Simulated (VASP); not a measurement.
# Zr in VASP: notebook, part 2 of 3

VASP 6.6.1.

### 3 Electric field gradients, PBEsol (equal xy, yz and zx shear strains of +1 %)

The input, INCAR:

```
SYSTEM = Zr
ALGO     = Normal         ! electronic algorithm
EDIFF    = 1E-8           ! SCF threshold, eV
ENCUT    = 520            ! plane-wave cutoff, eV
GGA      = PS             ! functional
ISIF     = 2              ! what is computed and relaxed
ISMEAR   = -1             ! smearing method
LASPH    = .True.         ! aspherical terms in the spheres
LCHARG   = .False.        ! write CHGCAR
LEFG     = .True.       
LREAL    = .False.        ! projectors in reciprocal space
LWAVE    = .False.        ! write WAVECAR
NBANDS   = 12             ! bands
NELM     = 100            ! most SCF steps
PREC     = Accurate       ! precision mode
SIGMA    = 0.08           ! smearing width, eV
```

The input, KPOINTS:

```
k-points
0
Gamma
  14 14 14
  0 0 0
```

The input, POSCAR:

```
Zr
1.0
   -1.7919000000      1.8100000000      1.8100000000
    1.8100000000     -1.7919000000      1.8100000000
    1.8100000000      1.8100000000     -1.7919000000
Zr
1
Direct
    0.0000000000      0.0000000000      0.0000000000
```

Potentials or basis: VASP PAW PBE potentials, release 64 (Zr_sv).

On the command line:

```console
$ cat potpaw_PBE.64/Zr_sv/POTCAR > POTCAR
$ mpirun -np 1 vasp_std > vasp.out
```

OUTCAR:

```text
SYSTEM = Zr
   EDIFF = 1E-8
   ENCUT = 520
   GGA = PS
   ISIF = 2
   ISMEAR = -1
   LASPH = .True.
   LREAL = .False.
   NELM = 100
   PREC = Accurate

 ion  position               nearest neighbor table
   1  0.000  0.000  0.000-

  LATTYP: Found a trigonal (rhomboedric) cell.
 ALAT       =     3.1245968716
 COS(alpha) =    -0.3288480252

  Lattice vectors:

 A1 = (  -1.7919000000,   1.8100000000,   1.8100000000)
 A2 = (   1.8100000000,  -1.7919000000,   1.8100000000)
 A3 = (   1.8100000000,   1.8100000000,  -1.7919000000)

Analysis of symmetry for initial positions (statically):
=====================================================================
 Subroutine PRICEL returns:
 Original cell was already a primitive cell.

 Routine SETGRP: Setting up the symmetry group for a
 trigonal (rhombohedral) supercell.

 Subroutine GETGRP returns: Found 12 space group operations
 (whereof 12 operations were pure point group operations)
 out of a pool of 12 trial point group operations.

The static configuration has the point symmetry D_3d.

Analysis of symmetry for dynamics (positions and initial velocities):
=====================================================================
 Subroutine PRICEL returns:
 Original cell was already a primitive cell.

 Routine SETGRP: Setting up the symmetry group for a
 trigonal (rhombohedral) supercell.

 Subroutine GETGRP returns: Found 12 space group operations
 (whereof 12 operations were pure point group operations)
 out of a pool of 12 trial point group operations.

The dynamic configuration has the point symmetry D_3d.

 Subroutine INISYM returns: Found 12 space group operations
 (whereof 12 operations are pure point group operations),
 and found     1 'primitive' translations

----------------------------------------------------------------------------------------

                                     Primitive cell

  volume of cell :      23.7172

  direct lattice vectors                    reciprocal lattice vectors
    -1.791900000  1.810000000  1.810000000    -0.002748824  0.274882426  0.274882426
     1.810000000 -1.791900000  1.810000000     0.274882426 -0.002748824  0.274882426
     1.810000000  1.810000000 -1.791900000     0.274882426  0.274882426 -0.002748824

  length of vectors
     3.124596872  3.124596872  3.124596872     0.388752173  0.388752173  0.388752173

  position of ions in fractional coordinates (direct lattice)
     0.000000000  0.000000000  0.000000000

  ion indices of the primitive-cell ions
   primitive index   ion index
                 1           1

----------------------------------------------------------------------------------------

 KPOINTS: k-points

Automatic generation of k-mesh.
 Grid dimensions read from file:
 generate k-points for:   14   14   14

 Generating k-lattice:

  Cartesian coordinates                     Fractional coordinates (reciprocal lattice)
    -0.000196345  0.019634459  0.019634459     0.071428571  0.000000000  0.000000000
[... 71 lines left out ...]
   NUPDOWN=      -1.0000    fix difference up-down
   EMIN   =  10.00;   EMAX   =-10.00  energy-range for DOS
   EFERMI =   0.00;   METHOD = LEGACY
   ISMEAR =    -1;   SIGMA  =   0.08  broadening in eV -4-tet -1-fermi 0-gaus
   EFERMI_NEDOS =   21; number of points for ismear=-14 and -15
   IALGO  =     38    algorithm
   IMIX   =      4    mixing-type and parameters
     AMIX     =   0.40;   BMIX     =  1.00
     AMIX_MAG =   1.60;   BMIX_MAG =  1.00
  volume/ion in A,a.u.               =      23.72       160.05
  Fermi-wavevector in a.u.,A,eV,Ry     =   1.304510  2.465167 23.153673  1.701747
  Thomas-Fermi vector in A             =   2.435441
   LORBIT       =      0    0 simple, 1 ext, 2 COOP (PROOUT), +10 PAW based schemes
   GGA     = PS    functional components
   LHFCALC =     F    Hartree Fock is set to
   AEXX    =    0.0000 exact exchange contribution
   IVDW    =     0    specifies the selected vdW correction
   LEPSILON=     F    determine dielectric tensor
   LRPA    =     F    only Hartree local field effects (RPA)
 non-spin polarized calculation
  energy-cutoff  :      520.00
  volume of cell :       23.72
 maximum number of plane-waves:       658
   NGX = 11   NGY = 11   NGZ = 11

 number of electron      12.0000000 magnetization

 Free energy of the ion-electron system (eV)
  ---------------------------------------------------
  ext. energy  EPLUGINS =         0.00000000
  ---------------------------------------------------
  free energy    TOTEN  =        -8.99285629 eV

  energy without entropy =       -8.95190885  energy(sigma->0) =       -8.97238257

 E-fermi :   8.3770     XC(G=0): -11.1129

 val. band max:        8.3740340533   @ k =  -0.4286  -0.4286   0.1429
 cond. band min:       8.3785318371   @ k =   0.4286   0.1429   0.1429
 fundamental gap:      0.0044977837
 Fermi energy:         8.3769628282

 k-point     1 :       0.0000    0.0000    0.0000
  band No.  band energies     occupation
      1     -40.0525      2.00000
      2     -17.6275      2.00000
      3     -17.6015      2.00000
      4     -17.6015      2.00000
      5       3.0268      2.00000
      6       9.4176      0.00000
      7       9.4176      0.00000
      8       9.6117      0.00000
      9      11.9257      0.00000
     10      11.9257      0.00000
     11      20.6421      0.00000
     12      20.6421      0.00000
[... 331 lines left out ...]
 k-point    24 :       0.2857    0.1429    0.0000
  band No.  band energies     occupation
      1     -39.9334      2.00000
      2     -18.3304      2.00000
      3     -17.8887      2.00000
      4     -17.6666      2.00000
      5       5.9593      2.00000
      6       7.9695      1.98780
      7       8.5085      0.32364
      8      11.5438      0.00000
      9      12.5943      0.00000
     10      13.6864      0.00000
     11      19.2044      0.00000
     12      20.4143      0.00000

 [... further k-points ...]

------------------------ aborting loop because EDIFF is reached ----------------------------------------

  FORCE on cell =-STRESS in cart. coord.  units (eV):
  Direction    XX          YY          ZZ          XY          YZ          ZX
  --------------------------------------------------------------------------------------
  -------------------------------------------------------------------------------------
  Total       -0.9811846     -0.9811846     -0.9811846     -0.0426624     -0.0426624     -0.0426624
  in kB      -66.2823752    -66.2823752    -66.2823752     -2.8819898     -2.8819898     -2.8819898
  external PRESSURE =     -66.2823752 kB  Pullay stress =       0.0000000 kB

 VOLUME and BASIS-vectors are now :
 -----------------------------------------------------------------------------
  energy-cutoff  :      520.00
  volume of cell :       23.72
      direct lattice vectors                 reciprocal lattice vectors
    -1.791900000  1.810000000  1.810000000    -0.002748824  0.274882426  0.274882426
     1.810000000 -1.791900000  1.810000000     0.274882426 -0.002748824  0.274882426
     1.810000000  1.810000000 -1.791900000     0.274882426  0.274882426 -0.002748824

 POSITION                                       TOTAL-FORCE (eV/Angst)
 -----------------------------------------------------------------------------------
      0.00000      0.00000      0.00000         0.000000      0.000000      0.000000
 -----------------------------------------------------------------------------------
    total drift:                                0.000000      0.000000      0.000000

  FREE ENERGIE OF THE ION-ELECTRON SYSTEM (eV)
  ---------------------------------------------------
  free  energy   TOTEN  =        -8.9928562928 eV

  energy  without entropy=       -8.9519088526  energy(sigma->0) =       -8.97238257

 Electric field gradients (V/A^2)
---------------------------------------------------------------------
 ion       V_xx      V_yy      V_zz      V_xy      V_xz      V_yz
---------------------------------------------------------------------
   1       0.000    -0.000    -0.000    -5.385    -5.385    -5.385
---------------------------------------------------------------------

 Electric field gradients after diagonalization (V/A^2)
 (convention: |V_zz| > |V_xx| > |V_yy|)
----------------------------------------------------------------------
 ion       V_xx      V_yy      V_zz     asymmetry (V_yy - V_xx)/ V_zz
----------------------------------------------------------------------
   1       5.385     5.385   -10.771       0.000
----------------------------------------------------------------------

           NMR quadrupolar parameters

 Cq : quadrupolar parameter    Cq=e*Q*V_zz/h
 eta: asymmetry parameters     (V_yy - V_xx)/ V_zz
 Q  : nuclear electric quadrupole moment in mb (millibarn)
----------------------------------------------------------------------
 ion       Cq(MHz)       eta       Q (mb)
----------------------------------------------------------------------
   1      -0.026       0.000       1.000
----------------------------------------------------------------------
```

It took 44 s on 1 thread of Intel Xeon Platinum 8259CL at 2.50GHz (Skylake/Cascade Lake), shared host; peak memory 0.2 GiB.

Results:

| Property | Result |
| --- | --- |
| Free energy | -8.9929 eV |
| Pressure | -6.6 GPa |
| Band gap on the k mesh | zero (bands 6 and 7 overlap by 1.65 eV) |
| Largest electric field gradient by atom | Zr -10.8 V/Å² |

Levels at points of the mesh, in eV from the Fermi level:
```csv
k point,band 4,band 5,band 6,band 7,band 8,band 9
"(0.00, 0.00, 0.00)",-25.98,-5.35,1.04,1.04,1.23,3.55
"(0.50, 0.00, 0.00)",-25.99,-2.74,-0.66,1.47,3.56,4.24
"(0.50, 0.50, 0.00)",-26.00,-2.73,-0.62,1.59,3.48,4.12
"(0.50, 0.50, 0.50)",-26.59,-2.45,-2.45,5.39,5.62,5.62
```

Electric field gradients, principal values (V/Å²):
```
atom  least  middle  greatest (by size)
1 Zr  5.385   5.385             -10.771
```

Caveat: the cell differs from its parent crystal (equal xy, yz and zx shear strains of +1 %); the cell stands under tension; without QUAD_EFG the Cq values of the log hold for a quadrupole moment of 1 mb, not for the nuclei; the PAW data sets were made with another functional, which shifts forces and pressure a little.

[end of part 2 of 3]
